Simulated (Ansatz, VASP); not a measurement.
**Zr2Os: VASP beside Ansatz**

```
Zr Os
1.0
     5.66187    0.00000    0.00000
     0.00000    5.66187    0.00000
     0.00000    0.00000    5.66187
Zr Os
4 2
Direct
  0.25000 0.25000 0.25000
  0.25000 0.75000 0.75000
  0.75000 0.75000 0.25000
  0.75000 0.25000 0.75000
  0.00000 0.00000 0.00000
  0.50000 0.50000 0.50000
```

Change from the starting cell: species swapped into the Au2S type (Pn-3m, No. 224).

Alike in both runs: functional PBE; k mesh 4 × 4 × 4; occupations gaussian, width 0.1 eV; no spin polarisation.

Ansatz relaxed the structure, and its values are those at the end. VASP's run is a single point on that final structure, the one shown.

|  | VASP | Ansatz |
| --- | --- | --- |
| version | VASP 6.6.1 | Ansatz 0.2.0 |
| potentials or method | VASP PAW PBE potentials, release 64 (Zr_sv, Os), cutoff 520 eV | scalar-relativistic, plane waves, PAW |
| valence electrons in the cell | 64 | 80 |

Ansatz gave:

```
gap on the k mesh at the Fermi level (eV) : none
pressure (GPa)                            : -0.2
```

Task: Which values does VASP return?

Result: gap on the k mesh at the Fermi level (eV): none; pressure (GPa): 0.2.

A gap of «none» marks a metal or a gap that the smearing closes. VASP's potentials hold 64 valence electrons a cell and Ansatz's 80, so a difference there can come from the potentials and not from the codes.

Neither program's run includes spin-orbit coupling.
